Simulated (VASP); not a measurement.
# BAs2 (P6/mmm) in VASP: further runs, part 2 of 2

VASP 6.6.1.

## (4) Single point, PBE

This run uses another cell than the first one, of 16.66 Å³/atom, 1.018 times its volume.

File INCAR:

```
PREC = Accurate
ENCUT = 520
EDIFF = 1E-7
ISMEAR = 0
SIGMA = 0.1
LREAL = F
LASPH = T
NELM = 100
ALGO = Normal
ISIF = 2
LWAVE = F
LCHARG = F
GGA = PE
NBANDS = 14
```

File KPOINTS:

```
Automatic mesh
0
Gamma
  6 6 6
```

File POSCAR:

```
BAs2
1.0
    4.7437708885      0.0000000000      0.0000000000
   -2.3718854443      4.1082260992      0.0000000000
    0.0000000000      0.0000000000      2.5650421947
B As
1 2
Direct
    0.0000000000      0.0000000000      0.0000000000
    0.3333333333      0.6666666667      0.5000000000
    0.6666666667      0.3333333333      0.5000000000
```

Potentials or basis: VASP PAW PBE potentials, release 64 (B, As).

On the command line:

```bash
$ cat potpaw_PBE.64/B/POTCAR potpaw_PBE.64/As/POTCAR > POTCAR
$ mpirun -np 1 vasp_std > vasp.out
```

OUTCAR:

```text
PREC = Accurate
   ENCUT = 520
   EDIFF = 1E-7
   ISMEAR = 0
   LREAL = F
   LASPH = T
   NELM = 100
   ISIF = 2
   GGA = PE

 ion  position               nearest neighbor table
   1  0.000  0.000  0.000-
   2  0.333  0.667  0.500-   3 2.74   3 2.74   3 2.74
   3  0.667  0.333  0.500-   2 2.74   2 2.74   2 2.74

  LATTYP: Found a hexagonal cell.
 ALAT       =     4.7437708885
[... 601 lines left out ...]

------------------------ aborting loop because EDIFF is reached ----------------------------------------

  FORCE on cell =-STRESS in cart. coord.  units (eV):
  Direction    XX          YY          ZZ          XY          YZ          ZX
  --------------------------------------------------------------------------------------
  -------------------------------------------------------------------------------------
  Total        0.1154239      0.1154239      0.0512400     -0.0000000     -0.0000000      0.0000000
  in kB        3.6994227      3.6994227      1.6422795     -0.0000000     -0.0000000      0.0000000
  external PRESSURE =       3.0137083 kB  Pullay stress =       0.0000000 kB

 VOLUME and BASIS-vectors are now :
 -----------------------------------------------------------------------------
  energy-cutoff  :      520.00
  volume of cell :       49.99
      direct lattice vectors                 reciprocal lattice vectors
     4.743770889  0.000000000  0.000000000     0.210802761  0.121707031  0.000000000
    -2.371885444  4.108226099  0.000000000     0.000000000  0.243414061  0.000000000
     0.000000000  0.000000000  2.565042195     0.000000000  0.000000000  0.389857135

 POSITION                                       TOTAL-FORCE (eV/Angst)
 -----------------------------------------------------------------------------------
      0.00000      0.00000      0.00000         0.000000      0.000000      0.000000
     -0.00000      2.73882      1.28252         0.000000      0.000000      0.000000
      2.37189      1.36941      1.28252        -0.000000      0.000000     -0.000000
 -----------------------------------------------------------------------------------
    total drift:                               -0.000000      0.000000     -0.000000

  FREE ENERGIE OF THE ION-ELECTRON SYSTEM (eV)
  ---------------------------------------------------
  free  energy   TOTEN  =       -11.9786869928 eV

  energy  without entropy=      -11.9710811690  energy(sigma->0) =      -11.97488408
```

OSZICAR:

```text
N       E                     dE             d eps       ncg     rms          rms(c)
DAV:   1     0.274471781844E+02    0.27447E+02   -0.50739E+03   784   0.764E+02
DAV:   2    -0.103094124775E+02   -0.37757E+02   -0.35275E+02  1084   0.116E+02
DAV:   3    -0.119821705535E+02   -0.16728E+01   -0.16624E+01   946   0.240E+01
DAV:   4    -0.119881555965E+02   -0.59850E-02   -0.59846E-02   892   0.168E+00
DAV:   5    -0.119881679043E+02   -0.12308E-04   -0.12307E-04   982   0.795E-02    0.347E+00
DAV:   6    -0.119806876926E+02    0.74802E-02   -0.11754E-02   870   0.531E-01    0.208E+00
DAV:   7    -0.119785325552E+02    0.21551E-02   -0.88887E-03   868   0.585E-01    0.194E-01
DAV:   8    -0.119786595711E+02   -0.12702E-03   -0.20192E-04   958   0.952E-02    0.514E-02
DAV:   9    -0.119786874605E+02   -0.27889E-04   -0.34923E-05   886   0.400E-02    0.320E-03
DAV:  10    -0.119786872046E+02    0.25582E-06   -0.39330E-07   970   0.409E-03    0.177E-03
DAV:  11    -0.119786869755E+02    0.22918E-06   -0.10810E-07   644   0.215E-03    0.163E-04
DAV:  12    -0.119786869928E+02   -0.17335E-07   -0.40057E-09   476   0.510E-04
   1 F= -.11978687E+02 E0= -.11974884E+02  d E =-.760582E-02
```

stdout:

```text
POSCAR found type information on POSCAR B As
 POSCAR found :  2 types and       3 ions
 scaLAPACK will be used
 LDA part: xc-table for (Slater+PW92), standard interpolation
 POSCAR, INCAR and KPOINTS ok, starting setup
 FFT: planning ... GRIDC
 FFT: planning ... GRID_SOFT
 FFT: planning ... GRID
 WAVECAR not read
 entering main loop
```

Wall time 12 s (1 thread of Intel Xeon Platinum 8488C (Sapphire Rapids), shared host); peak memory 0.17 GiB.

Results:

```yaml
Free_energy: -11.9787 eV
Pressure: 0.3 GPa
```

Levels at points of the mesh, in eV from the Fermi level:
```tsv
k point	band 4	band 5	band 6	band 7	band 8	band 9	band 10	band 11
(0.00, 0.00, 0.00)	-4.95	-4.95	-3.38	-3.38	5.10	5.64	5.64	7.76
(0.50, 0.00, 0.00)	-6.40	-0.68	-0.40	1.65	1.75	2.69	6.09	7.06
(0.00, 0.00, 0.50)	-3.33	-1.61	-1.61	-1.46	-1.25	1.16	1.16	2.08
(0.50, 0.00, 0.50)	-5.41	-3.06	-2.92	-2.45	0.40	2.40	3.07	4.13
```

Caveat: the k points lie up to 0.41 Å⁻¹ apart.

## (5) Relaxation of cell and atoms, PBE

This run uses another cell than the first one, of 18.01 Å³/atom, 1.100 times its volume.

File INCAR:

```
SYSTEM = BAs2
PREC = Accurate
ENCUT = 600
EDIFF = 1E-7
ISMEAR = 0
SIGMA = 0.1
LREAL = .False.
LASPH = .True.
NELM = 100
ALGO = Normal
ISIF = 3
LWAVE = .False.
LCHARG = .False.
GGA = PE
IBRION = 2
NSW = 90
EDIFFG = -0.04
```

File KPOINTS:

```
regular mesh
0
Gamma
  6 6 4
  0 0 0
```

File POSCAR:

```
BAs2
1.0
    3.6599502100      0.0000000000      0.0000000000
   -1.8299751100      3.1696098600      0.0000000000
    0.0000000000      0.0000000000      4.6586498100
B As
1 2
Direct
    0.0000000000      0.0000000000      0.0000000000
    0.3333333300      0.6666666700      0.5000000000
    0.6666666700      0.3333333300      0.5000000000
```

On the command line:

```bash
$ cat potpaw_PBE.64/B/POTCAR potpaw_PBE.64/As/POTCAR > POTCAR
$ mpirun -np 1 vasp_std > vasp.out
```

Wall time 1.9 min (1 thread of Intel Xeon Platinum 8488C (Sapphire Rapids), shared host); peak memory 0.19 GiB.

The run converged. Its results:

```yaml
Free_energy: -12.1025 eV
Relaxed_volume: 16.44 Å³/atom
Relaxed_cell: a = 4.487 Å, b = 4.487 Å, c = 2.829 Å, α = 90.00°, β = 90.00°, γ = 120.00°
Space_group_after_relaxing_to_0.05_Å: P6/mmm (No. 191)
Energy_gained_by_relaxing: 1535.4 meV/atom
Ionic_steps: 15
Pressure_after_relaxing: 0.1 GPa
```

Stress tensor (GPa, compression positive):
```
 0.23  0.00  0.00
 0.00  0.23  0.00
 0.00  0.00 -0.25
```

Step by step:
| step | energy change (eV) | largest force (eV/Å) | pressure (GPa) | volume (Å³) |
| --- | --- | --- | --- | --- |
| 1 | 0.0000 | 0.0000 | 34.56 | 54.04 |
| 2 | -2.6235 | 0.0000 | -8.62 | 87.82 |
| 3 | -3.1041 | 0.0000 | -2.90 | 74.93 |
| 4 | -3.1036 | 0.0000 | -2.57 | 74.49 |
| 5 | -3.2851 | 0.0000 | -2.84 | 70.84 |
| 6 | -3.8385 | 0.0000 | -3.12 | 59.78 |
| 7 | -2.2952 | 0.0000 | 46.40 | 37.19 |
| 8 | -3.9333 | 0.0000 | -2.88 | 57.64 |
| 9 | -4.5609 | 0.0000 | 3.98 | 47.48 |
| 10 | -4.5440 | 0.0000 | 6.50 | 46.09 |
| 11 | -4.5619 | 0.0000 | 4.92 | 46.93 |
| 12 | -4.3655 | 0.0000 | -0.24 | 48.89 |
| 13 | -4.5832 | 0.0000 | 3.67 | 47.35 |
| 14 | -4.5931 | 0.0000 | -2.31 | 50.93 |
| 15 | -4.6063 | 0.0000 | 0.07 | 49.33 |

Final structure:
```
CELL_PARAMETERS angstrom
4.48685 0.00000 0.00000
-2.24343 3.88573 0.00000
0.00000 0.00000 2.82945
ATOMIC_POSITIONS crystal
B 0.00000 0.00000 0.00000
As 0.33333 0.66667 0.50000
As 0.66667 0.33333 0.50000
```

Levels at points of the mesh, in eV from the Fermi level:
```tsv
k point	band 5	band 6	band 7	band 8	band 9	band 10
(0.00, 0.00, 0.00)	-4.41	-2.69	-2.69	2.15	7.07	7.07
(0.50, 0.00, 0.00)	0.83	1.22	2.56	3.47	4.09	4.14
(0.00, 0.00, 0.50)	-2.31	-1.41	-0.82	-0.34	1.01	1.82
(0.50, 0.00, 0.50)	-3.32	-2.96	-2.30	0.17	3.20	3.86
```

## (6) Summary

| task | cell | k mesh | cutoff (eV) | gap on the mesh (eV) | pressure (GPa) |
| --- | --- | --- | --- | --- | --- |
| single point | a = 4.481, b = 4.481, c = 2.824 Å, angles 90.0, 90.0, 120.0°, 3 atoms | 6 × 6 × 4 | 520 | none | 0.4 |
| single point | a = 3.660, b = 3.660, c = 4.659 Å, angles 90.0, 90.0, 120.0°, 3 atoms | 6 × 6 × 4 | 520 | none | 34.6 |
| single point | a = 4.744, b = 4.744, c = 2.565 Å, angles 90.0, 90.0, 120.0°, 3 atoms | 6 × 6 × 6 | 520 | none | 0.3 |
| relaxation of cell and atoms | relaxed from a = 3.660, b = 3.660, c = 4.659 Å, angles 90.0, 90.0, 120.0°, 3 atoms | 6 × 6 × 4 | 600 | none | 0.1 |

Alike in all rows: level PBE; potentials or basis VASP PAW PBE potentials, release 64 (B, As); no spin polarisation; smearing gaussian 0.1 eV.

Caveats: some runs use coarse meshes.

Absolute energies hang on the potentials; compare differences alone.
